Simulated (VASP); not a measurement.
Input of a VASP 6.6.1 run:

The input INCAR:

```
SYSTEM = Cu
ALGO     = Normal         ! electronic algorithm
EDIFF    = 1E-6           ! SCF threshold, eV
ENCUT    = 820            ! plane-wave cutoff, eV
GGA      = PE             ! functional
GGA_COMPAT= .False.      
ISIF     = 2              ! what is computed and relaxed
ISMEAR   = -1             ! smearing method
LASPH    = .True.         ! aspherical terms in the spheres
LCHARG   = .False.        ! write CHGCAR
LREAL    = .False.        ! projectors in reciprocal space
LWAVE    = .False.        ! write WAVECAR
NBANDS   = 16             ! bands
NELM     = 120            ! most SCF steps
PREC     = Accurate       ! precision mode
SIGMA    = 0.1            ! smearing width, eV
```

The input KPOINTS:

```
k-points
0
Gamma
  18 18 17
  0 0 0
```

POSCAR

```
Cu
1.0
    2.3922642305      0.0000000000      0.0000000000
   -1.1961321153      2.0717615962      0.0000000000
    0.0000000000      0.0000000000      2.3182186818
Cu
1
Direct
    0.0000000000      0.0000000000      0.0000000000
```

Potentials or basis: VASP PAW PBE potentials, release 64 (Cu_sv_GW).

Command:

```console
$ cat potpaw_PBE.64/Cu_sv_GW/POTCAR > POTCAR
$ mpirun -np 1 vasp_std > vasp.out
```

Problem. Estimate the pressure.

Solution. 18.2 GPa.

Problem. Predict the band gap on the k mesh.

Solution. Zero (an odd number of electrons rules out a gap without spin polarisation).

Caveat: the cell stands under pressure.
